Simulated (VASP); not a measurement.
A run of VASP 6.6.1 is set up as follows.

The input INCAR:

```
  PREC = Accurate
  ENCUT = 520
  EDIFF = 1E-6
  ISMEAR = -1
  SIGMA = 0.1
  LREAL = F
  LASPH = T
  NELM = 60
  ALGO = Normal
  ISIF = 2
  LWAVE = F
  LCHARG = T
  GGA = B5
  ALDAX = 1.0
  AGGAX = 1.0
  AGGAC = 1.0
  ALDAC = 0.0
  LELF = T
  LVHAR = T
  NBANDS = 12
```

Contents of KPOINTS:

```
Automatic mesh
0
Gamma
  8 8 8
```

POSCAR

```
Hg
1.0
   -3.2043902516      3.2043902516      3.2043902516
    3.2043902516     -3.2043902516      3.2043902516
    3.2043902516      3.2043902516     -3.2043902516
Hg
1
Direct
    0.0000000000      0.0000000000      0.0000000000
```

Potentials or basis: VASP PAW PBE potentials, release 64 (Hg).

The run is started by

```console
$ cat potpaw_PBE.64/Hg/POTCAR > POTCAR
$ mpirun -np 1 vasp_std > vasp.out
```

Question: Estimate the band gap on the k mesh.

Answer: 4.52 eV (least direct gap 4.74 eV).

Question: Predict the pressure.

Answer: 0.0 GPa.

Caveat: the PAW data sets were made with another functional, which shifts forces and pressure a little; spin-orbit coupling is left out, which moves the levels of the heavy elements. A k mesh can miss the band edges.
